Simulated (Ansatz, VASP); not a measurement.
# Two plane-wave programs on Fe

```xyz
1
Lattice="-1.1863 1.1863 1.9708 1.1863 -1.1863 1.9708 1.1863 1.1863 -1.9708" Properties=species:S:1:pos:R:3 pbc="T T T"
Fe    0.0000    0.0000    0.0000
```

Alike in both runs: functional PBEsol; k mesh 10 × 10 × 10; occupations gaussian, width 0.1 eV; collinear spin.

Ansatz relaxed the structure, and its values are those at the end. VASP's run is a single point on that final structure, the one shown.

|  | VASP | Ansatz |
| --- | --- | --- |
| version | VASP 6.6.1 | Ansatz 0.2.0 |
| potentials or method | VASP PAW PBE potentials, release 64 (Fe_sv), cutoff 690 eV | scalar-relativistic, plane waves, PAW |
| valence electrons in the cell | 16 | 16 |

Ansatz gave:

* gap on the k mesh at the Fermi level (eV): none
* pressure (GPa): 0.0
* net moment per atom (μB): 2.22
* size of the moment on the site where the two differ most (μB): 2.23

Task: Estimate VASP's values.

Result: gap on the k mesh at the Fermi level (eV): none; pressure (GPa): -1.5; net moment per atom (μB): 2.22; size of the moment on the site where the two differ most (μB): 2.20.

VASP's potentials were made for PBE, not for PBEsol. Site moments also hang on the region over which each program counts them. A gap of «none» marks a metal or a gap that the smearing closes.

The k mesh is coarse, so the values compare programs but aren't converged.
